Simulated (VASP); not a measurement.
# HPbNO4: single point with PBE

Crystal: HPbNO4.

```
H Pb N O
1.0
     3.85707    0.00178   -0.03658
     0.17353    4.33436   -0.01647
     0.75803    0.83873    5.87662
H Pb N O
1 1 1 4
Direct
  0.58571 0.87796 0.19496
  0.64793 0.44544 0.91638
  0.71153 0.24135 0.49876
  0.16344 0.48303 0.77804
  0.62341 0.97378 0.50352
  0.56321 0.92450 0.03571
  0.77248 0.41966 0.32469
```

```
Program                : VASP 6.6.1
Task                   : single point
Functional             : PBE
Potentials or basis    : VASP PAW PBE potentials, release 64 (H_h, Pb_d, N_h, O_h)
Cutoff                 : 1000 eV
k mesh                 : 3 × 3 × 2
Occupations            : fermi-dirac, width 0.05 eV
Spin                   : no spin polarisation
Dipole correction      : no
Further INCAR settings : ALGO = Normal; EDIFF = 1e-06; NBANDS = 31
```

- Pressure: 3.3 GPa
- Largest force: 2.343 eV/Å
- Band gap on the k mesh: 0.24 eV (least direct gap 0.49 eV)

Forces on the atoms (eV/Å):
```
H    0.350  0.229  1.219
Pb  -0.443 -0.036 -0.228
N   -0.158 -0.748  2.049
O    0.443 -0.111  0.010
O   -0.168 -0.505 -0.033
O   -0.327 -0.091 -1.066
O    0.302  1.262 -1.951
```

Stress tensor (GPa, compression positive):
```
 1.29  0.79 -0.50
 0.79  2.75 -1.58
-0.50 -1.58  5.86
```

Levels at points of the mesh, in eV from the valence-band top:
| k point | band 18 | band 19 | band 20 | band 21 | band 22 | band 23 | band 24 | band 25 | band 26 | band 27 |
| --- | --- | --- | --- | --- | --- | --- | --- | --- | --- | --- |
| (0.00, 0.00, 0.00) | -2.47 | -1.80 | -1.22 | -1.00 | -0.62 | 1.19 | 3.00 | 5.11 | 6.93 | 8.78 |
| (0.00, 0.00, 0.50) | -2.51 | -2.02 | -1.22 | -1.05 | -0.25 | 0.24 | 3.08 | 5.60 | 7.78 | 8.54 |

Run time: 110 s on 1 thread of Intel(R) Xeon(R) Platinum 8259CL CPU @ 2.50GHz (Skylake/Cascade Lake) (shared host), peak memory 0.4 GiB.

Caveat: the k points lie up to 0.55 Å⁻¹ apart; spin-orbit coupling is left out, which moves the levels of the heavy elements; forces of over 1 eV/Å act on the atoms, so gaps and moduli don't describe the material at rest. A k mesh can miss the band edges.
